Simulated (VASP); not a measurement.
ZnS:

```
Zn S
1.0
     3.82270    0.00000    0.00000
    -1.91135    3.31056    0.00000
     0.00000    0.00000    6.07288
Zn S
2 2
Cartesian
  0.0000 2.2070 0.0000
  1.9114 1.1035 3.0364
  0.0000 2.2070 2.2761
  1.9114 1.1035 5.3126
```

This cell differs from its parent crystal: z stretched by -3 %.

* Program: VASP 6.6.1
* Task: relaxation of the atoms
* Functional: PBE
* Potentials or basis: VASP PAW PBE potentials, release 64 (Zn, S)
* Cutoff: 520 eV
* k mesh: 13 × 13 × 7
* Occupations: fermi-dirac, width 0.02 eV
* Spin: no spin polarisation

At the start: pressure 4.2 GPa; volume 19.21 Å³/atom.

Question: How do energy, volume and symmetry change on relaxing?

Answer: Over 3 steps the energy falls by 2.2 meV/atom at a fixed cell; space group P6_3mc (No. 186, to 0.1 Å) before and after.

Step by step:
```csv
step,energy change (eV),largest force (eV/Å),pressure (GPa)
1,0.0000,0.2518,4.15
2,-0.0079,0.0787,4.07
3,-0.0089,0.0008,4.04
```

Final structure:
```
Zn S
1.0
     3.82270    0.00000    0.00000
    -1.91135    3.31056    0.00000
     0.00000    0.00000    6.07288
Zn S
2 2
Cartesian
  0.0000 2.2070 6.0547
  1.9114 1.1035 3.0182
  0.0000 2.2070 2.2943
  1.9114 1.1035 5.3308
```

Caveat: the cell differs from its parent crystal (z stretched by -3 %).
